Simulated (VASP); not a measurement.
Input of a VASP 6.6.1 run:

File INCAR:

```
  ALGO = Normal
  EDIFF = 1E-6
  ENCUT = 520
  ISIF = 2
  ISMEAR = -1
  LASPH = True
  LCHARG = False
  LREAL = False
  LWAVE = False
  NBANDS = 11
  NELM = 60
  PREC = Accurate
  SIGMA = 0.01
```

Contents of KPOINTS:

```
k-points
0
Gamma
  8 8 8
```

POSCAR

```
MgS
1.0
    0.0520330000      2.6276665000      2.6276665000
    2.6276665000      0.0520330000      2.6276665000
    2.6276665000      2.6276665000      0.0520330000
Mg S
1 1
Direct
    0.0000000000      0.0000000000      0.0000000000
    0.5000000000      0.5000000000      0.5000000000
```

Potentials or basis: VASP PAW LDA potentials, release 64 (Mg, S).

The run is started by

```sh
$ cat potpaw_LDA.64/Mg/POTCAR potpaw_LDA.64/S/POTCAR > POTCAR
$ mpirun -np 1 vasp_std > vasp.out
```

Estimate the pressure.

-3.8 GPa.

Predict the band gap on the k mesh.

2.45 eV, indirect (least direct gap 3.38 eV).

Stress tensor (GPa, compression positive):
```
-3.83 -1.12 -1.12
-1.12 -3.83 -1.12
-1.12 -1.12 -3.83
```

Caveat: the cell differs from its parent crystal (equal xy, yz and zx shear strains of +2 %). A k mesh can miss the band edges.
